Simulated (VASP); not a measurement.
A run of VASP 6.6.1:

Contents of INCAR:

```
ALGO     = Normal         # electronic algorithm
EDIFF    = 1E-6           # SCF threshold, eV
ENCUT    = 520            # plane-wave cutoff, eV
GGA      = PS             # functional
ISIF     = 2              # what is computed and relaxed
ISMEAR   = 0              # smearing method
LASPH    = True           # aspherical terms in the spheres
LCHARG   = True           # write CHGCAR
LELF     = True           # ELF
LREAL    = False          # projectors in reciprocal space
LVHAR    = True         
LWAVE    = False          # write WAVECAR
NBANDS   = 20             # bands
NELM     = 60             # most SCF steps
PREC     = Accurate       # precision mode
SIGMA    = 0.05           # smearing width, eV
```

KPOINTS

```
k-points
0
Gamma
  12 12 12
```

The input POSCAR:

```
SnO2
1.0
    1.5251500000      0.8805457631      4.1751333333
   -1.5251500000      0.8805457631      4.1751333333
    0.0000000000     -1.7610915261      4.1751333333
Sn O
1 2
Direct
    0.5000000000      0.5000000000      0.5000000000
    0.2414378084      0.2414378084      0.2414378084
    0.7585621916      0.7585621916      0.7585621916
```

Potentials or basis: VASP PAW PBE potentials, release 64 (Sn_d, O).

Run with:

```sh
$ cat potpaw_PBE.64/Sn_d/POTCAR potpaw_PBE.64/O/POTCAR > POTCAR
$ mpirun -np 1 vasp_std > vasp.out
```

Hardware: 1 thread of AMD EPYC 9R45 96-Core Processor (Zen 5) (shared host).

Problem. Estimate the wall time of this run.

Solution. Wall time 120 s on 1 thread of AMD EPYC 9R45 96-Core Processor (Zen 5), on a shared host, peak memory 0.25 GiB. Counts: scf iterations 12, k points 189.
